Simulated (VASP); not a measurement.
Wanted: the native input for a VASP 6.6.1 run.

```yaml
Task: relaxation of cell and atoms
Functional: PBEsol
Potentials_or_basis: VASP PAW PBE potentials, release 64 (Hg, Se)
Cutoff: 500 eV
k_mesh: 12 × 12 × 12
Occupations: gaussian, width 0.1 eV
Spin: no spin polarisation
Dipole_correction: no
Further_INCAR_settings: ALGO = Normal; EDIFF = 1e-07; IBRION = 2; EDIFFG = -0.005; NSW = 100; ISIF = 3
```

The structure of HgSe lies in POSCAR:

```
HgSe
1.0
    0.0000000000      3.0518486612      3.0518486612
    3.0518486612      0.0000000000      3.0518486612
    3.0518486612      3.0518486612      0.0000000000
Hg Se
1 1
Direct
    0.0000000000      0.0000000000      0.0000000000
    0.2500000000      0.2500000000      0.2500000000
```

These files were run (other wordings do the same):

INCAR

```
SYSTEM = HgSe
PREC = Accurate
ENCUT = 500
EDIFF = 1E-7
ISMEAR = 0
SIGMA = 0.1
LREAL = .FALSE.
LASPH = .TRUE.
NELM = 120
ALGO = Normal
ISIF = 3
LWAVE = .FALSE.
LCHARG = .FALSE.
GGA = PS
IBRION = 2
NSW = 100
EDIFFG = -0.005
GGA_COMPAT = .FALSE.
NELMIN = 4
```

KPOINTS

```
Automatic mesh
0
G
  12 12 12
  0 0 0
```

Potentials or basis: VASP PAW PBE potentials, release 64 (Hg, Se).

The run is started by

```bash
$ cat potpaw_PBE.64/Hg/POTCAR potpaw_PBE.64/Se/POTCAR > POTCAR
$ mpirun -np 1 vasp_std > vasp.out
```

Results of the run:

```json
{"Relaxed volume": "29.00 Å³/atom", "Relaxed cell": "a = 4.345 Å, b = 4.345 Å, c = 4.345 Å, α = 60.00°, β = 60.00°, γ = 60.00°", "Space group after relaxing (to 0.05 Å)": "F-43m (No. 216)", "Energy gained by relaxing": "1.9 meV/atom", "Ionic steps": "3", "Pressure after relaxing": "0.0 GPa", "Band gap on the k mesh": "zero (filled and empty bands touch)"}
```

Caveat: the PAW data sets were made with another functional, which shifts forces and pressure a little; spin-orbit coupling is left out, which moves the levels of the heavy elements.

Run time: 34 s on 1 thread of Intel(R) Xeon(R) 6975P-C (Granite Rapids), on a shared host, peak memory 0.22 GiB.
